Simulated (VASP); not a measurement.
# Si2Mo (I4/mmm) in VASP: further runs, part 2 of 2

VASP 6.6.1. Earlier steps stand in the parts before.

### 4 Single point, r2SCAN

This run uses another cell than the first one, of 13.42 Å³/atom.

POSCAR

```
Si2Mo
1.0
   -1.6000000000      1.6000000000      3.9305000000
    1.6000000000     -1.6000000000      3.9305000000
    1.6000000000      1.6000000000     -3.9305000000
Mo Si
1 2
Direct
    0.0000000000      0.0000000000      0.0000000000
    0.6670000000      0.6670000000      0.0000000000
    0.3330000000      0.3330000000      0.0000000000
```

INCAR.step1

```
SYSTEM = Si2Mo
ALGO     = Normal         ! electronic algorithm
EDIFF    = 1E-4           ! SCF threshold, eV
ENCUT    = 520            ! plane-wave cutoff, eV
GGA      = PE             ! functional
ISMEAR   = -1             ! smearing method
LASPH    = .TRUE.         ! aspherical terms in the spheres
LCHARG   = .FALSE.        ! write CHGCAR
LREAL    = .FALSE.        ! projectors in reciprocal space
LWAVE    = .TRUE.         ! write WAVECAR
NBANDS   = 18             ! bands
NELM     = 100            ! most SCF steps
PREC     = Accurate       ! precision mode
SIGMA    = 0.05           ! smearing width, eV
```

INCAR.step2

```
SYSTEM = Si2Mo
ALGO     = Normal         ! electronic algorithm
EDIFF    = 1E-6           ! SCF threshold, eV
ENCUT    = 520            ! plane-wave cutoff, eV
ISIF     = 2              ! what is computed and relaxed
ISMEAR   = -1             ! smearing method
ISTART   = 1            
LASPH    = .TRUE.         ! aspherical terms in the spheres
LCHARG   = .FALSE.        ! write CHGCAR
LMIXTAU  = .TRUE.       
LREAL    = .FALSE.        ! projectors in reciprocal space
LWAVE    = .FALSE.        ! write WAVECAR
METAGGA  = R2SCAN         ! meta-GGA
NBANDS   = 18             ! bands
NELM     = 100            ! most SCF steps
PREC     = Accurate       ! precision mode
SIGMA    = 0.05           ! smearing width, eV
```

KPOINTS

```
k-points
0
G
  12 12 12
  0 0 0
```

On the command line:

```sh
$ cat potpaw_PBE.64/Mo_sv/POTCAR potpaw_PBE.64/Si/POTCAR > POTCAR
$ cp INCAR.step1 INCAR
$ mpirun -np 1 vasp_std > vasp.out
$ cp INCAR.step2 INCAR
$ mpirun -np 1 vasp_std > vasp.out
```

Run time: 8.2 min. Hardware: 1 thread of Intel Xeon 6975P-C (Granite Rapids), shared host; peak memory 0.28 GiB.

The run converged. Its results:

| Item | Value |
| --- | --- |
| Free energy | -45.0086 eV |
| Pressure | -1.0 GPa |
| Largest force | 0.348 eV/Å |
| Band gap on the k mesh | zero (bands 11 and 12 overlap by 1.12 eV) |

Forces on the atoms (eV/Å):
```
Mo   0.000  0.000  0.000
Si   0.000  0.000 -0.348
Si   0.000  0.000  0.348
```

Stress tensor (GPa, compression positive):
```
-0.12  0.00  0.00
 0.00 -0.12  0.00
 0.00  0.00 -2.82
```

Levels at points of the mesh, in eV from the Fermi level:
```
           k point  band 7  band 8  band 9  band 10  band 11  band 12  band 13  band 14  band 15  band 16
(0.00, 0.00, 0.00)   -3.58   -3.08   -2.84    -2.84     0.40     3.31     3.37     3.81     3.81     4.36
(0.50, 0.00, 0.00)   -5.18   -4.81   -2.72    -2.69    -0.57     2.51     3.17     4.37     4.49     5.79
(0.50, 0.50, 0.00)   -6.10   -5.46   -4.78    -3.27    -1.31     2.59     2.97     3.23     3.44     5.03
(0.50, 0.50, 0.50)   -3.60   -2.38   -0.63    -0.63    -0.61    -0.61     0.55     4.95     5.77     6.34
```

Caveat: the PAW data sets were made with another functional, which shifts forces and pressure a little.

### 5 Single point, r2SCAN

This run uses another cell than the first one, of 13.68 Å³/atom.

POSCAR

```
Si2Mo
1.0
   -1.6105963353      1.6105963353      3.9565305599
    1.6105963353     -1.6105963353      3.9565305599
    1.6105963353      1.6105963353     -3.9565305599
Mo Si
1 2
Direct
    0.0000000000      0.0000000000      0.0000000000
    0.6670000000      0.6670000000      0.0000000000
    0.3330000000      0.3330000000      0.0000000000
```

INCAR.step1

```
PREC = Accurate
ENCUT = 520
ISMEAR = -1
SIGMA = 0.05
LREAL = F
LASPH = T
NELM = 100
NBANDS = 18
GGA = PE
ALGO = Normal
EDIFF = 1E-4
LWAVE = T
LCHARG = F
```

INCAR.step2

```
PREC = Accurate
ENCUT = 520
EDIFF = 1E-6
ISMEAR = -1
SIGMA = 0.05
LREAL = F
LASPH = T
NELM = 100
ALGO = Normal
ISIF = 2
LWAVE = F
LCHARG = T
METAGGA = R2SCAN
LMIXTAU = T
LELF = T
LVHAR = T
NBANDS = 18
ISTART = 1
```

KPOINTS

```
regular mesh
0
Gamma
  12 12 12
```

On the command line:

```sh
$ cat potpaw_PBE.64/Mo_sv/POTCAR potpaw_PBE.64/Si/POTCAR > POTCAR
$ cp INCAR.step1 INCAR
$ mpirun -np 1 vasp_std > vasp.out
$ cp INCAR.step2 INCAR
$ mpirun -np 1 vasp_std > vasp.out
```

Run time: 9.1 min. Hardware: 1 thread of Intel Xeon 6975P-C (Granite Rapids), shared host; peak memory 0.29 GiB.

Results (log left out):

* Free energy: -44.9929 eV
* Pressure: -5.2 GPa
* Largest force: 0.383 eV/Å
* Band gap on the k mesh: zero (bands 11 and 12 overlap by 1.11 eV)

Forces on the atoms (eV/Å):
```
Mo   0.000  0.000  0.000
Si   0.000  0.000 -0.383
Si   0.000  0.000  0.383
```

Stress tensor (GPa, compression positive):
```
-4.07  0.00  0.00
 0.00 -4.07  0.00
 0.00  0.00 -7.34
```

Levels at points of the mesh, in eV from the Fermi level:
```
           k point  band 8  band 9  band 10  band 11  band 12  band 13  band 14  band 15
(0.00, 0.00, 0.00)   -2.98   -2.79    -2.79     0.39     3.24     3.39     3.75     3.75
(0.50, 0.00, 0.00)   -4.75   -2.65    -2.63    -0.54     2.44     3.13     4.21     4.44
(0.50, 0.50, 0.00)   -5.48   -4.70    -3.19    -1.31     2.52     2.87     3.14     3.38
(0.50, 0.50, 0.50)   -2.32   -0.62    -0.62    -0.61    -0.61     0.53     4.86     5.52
```

Caveat: the cell stands under tension; the PAW data sets were made with another functional, which shifts forces and pressure a little.

### 6 Single point, r2SCAN

This run uses another cell than the first one, of 13.95 Å³/atom.

POSCAR

```
Si2Mo
1.0
   -1.6210550461      1.6210550461      3.9822230367
    1.6210550461     -1.6210550461      3.9822230367
    1.6210550461      1.6210550461     -3.9822230367
Mo Si
1 2
Direct
    0.0000000000      0.0000000000      0.0000000000
    0.6670000000      0.6670000000      0.0000000000
    0.3330000000      0.3330000000      0.0000000000
```

INCAR.step1

```
PREC     = Accurate       # precision mode
ENCUT    = 520            # plane-wave cutoff, eV
ISMEAR   = -1             # smearing method
SIGMA    = 0.05           # smearing width, eV
LREAL    = F              # projectors in reciprocal space
LASPH    = T              # aspherical terms in the spheres
NELM     = 80             # most SCF steps
NBANDS   = 18             # bands
GGA      = PE             # functional
ALGO     = Normal         # electronic algorithm
EDIFF    = 1E-4           # SCF threshold, eV
LWAVE    = T              # write WAVECAR
LCHARG   = F              # write CHGCAR
```

INCAR.step2

```
PREC     = Accurate       # precision mode
ENCUT    = 520            # plane-wave cutoff, eV
EDIFF    = 1E-6           # SCF threshold, eV
ISMEAR   = -1             # smearing method
SIGMA    = 0.05           # smearing width, eV
LREAL    = F              # projectors in reciprocal space
LASPH    = T              # aspherical terms in the spheres
NELM     = 80             # most SCF steps
ALGO     = Normal         # electronic algorithm
ISIF     = 2              # what is computed and relaxed
LWAVE    = F              # write WAVECAR
LCHARG   = F              # write CHGCAR
METAGGA  = R2SCAN         # meta-GGA
LMIXTAU  = T            
NBANDS   = 18             # bands
ISTART   = 1
```

KPOINTS

```
Automatic mesh
0
Gamma
  12 12 12
```

Potentials or basis: VASP PAW PBE potentials, release 64 (Mo_sv, Si).

On the command line:

```sh
$ cat potpaw_PBE.64/Mo_sv/POTCAR potpaw_PBE.64/Si/POTCAR > POTCAR
$ cp INCAR.step1 INCAR
$ mpirun -np 1 vasp_std > vasp.out
$ cp INCAR.step2 INCAR
$ mpirun -np 1 vasp_std > vasp.out
```

Run time: 8.2 min. Hardware: 1 thread of Intel Xeon 6975P-C (Granite Rapids), shared host; peak memory 0.29 GiB.

The run converged. Its results:

```yaml
Free_energy: -44.9576 eV
Pressure: -8.9 GPa
Largest_force: 0.416 eV/Å
Band_gap_on_the_k_mesh: zero (bands 11 and 12 overlap by 1.08 eV)
```

Forces in eV/Å, atoms in the order of the input:
```
Mo   0.000  0.000  0.000
Si   0.000  0.000 -0.416
Si   0.000  0.000  0.416
```

Stress tensor (GPa, compression positive):
```
 -7.61   0.00   0.00
  0.00  -7.61   0.00
  0.00   0.00 -11.38
```

Levels at points of the mesh, in eV from the Fermi level:
| k point | band 9 | band 10 | band 11 | band 12 | band 13 | band 14 |
| --- | --- | --- | --- | --- | --- | --- |
| (0.00, 0.00, 0.00) | -2.73 | -2.73 | 0.38 | 3.11 | 3.47 | 3.69 |
| (0.50, 0.00, 0.00) | -2.58 | -2.57 | -0.52 | 2.37 | 3.09 | 4.05 |
| (0.50, 0.50, 0.00) | -4.63 | -3.11 | -1.30 | 2.45 | 2.78 | 3.06 |
| (0.50, 0.50, 0.50) | -0.62 | -0.62 | -0.60 | -0.60 | 0.51 | 4.77 |

Caveat: the cell stands under tension; the PAW data sets were made with another functional, which shifts forces and pressure a little.

### 7 Summary

```csv
cell,gap on the mesh (eV),pressure (GPa),largest force (eV/Å)
"a = 4.474 Å, angles 138.7, 138.7, 59.9°, 3 atoms",none,8.7,0.27
"a = 4.505 Å, angles 138.7, 138.7, 59.9°, 3 atoms",none,3.6,0.31
"a = 4.535 Å, angles 138.7, 138.7, 59.9°, 3 atoms",none,-1.0,0.35
"a = 4.565 Å, angles 138.7, 138.7, 59.9°, 3 atoms",none,-5.2,0.38
"a = 4.595 Å, angles 138.7, 138.7, 59.9°, 3 atoms",none,-8.9,0.42
```

Alike in all rows: task single point; level r2SCAN; potentials or basis VASP PAW PBE potentials, release 64 (Mo_sv, Si); no spin polarisation; k mesh 12 × 12 × 12; cutoff (eV) 520; smearing fermi-dirac 0.05 eV.

Caveats: the PAW data sets were made with another functional, which shifts forces and pressure a little; the cell stands under pressure (at least some runs); the cell stands under tension (at least some runs).

Total energies depend on the potentials used, so only differences within one code and one set of settings carry meaning.
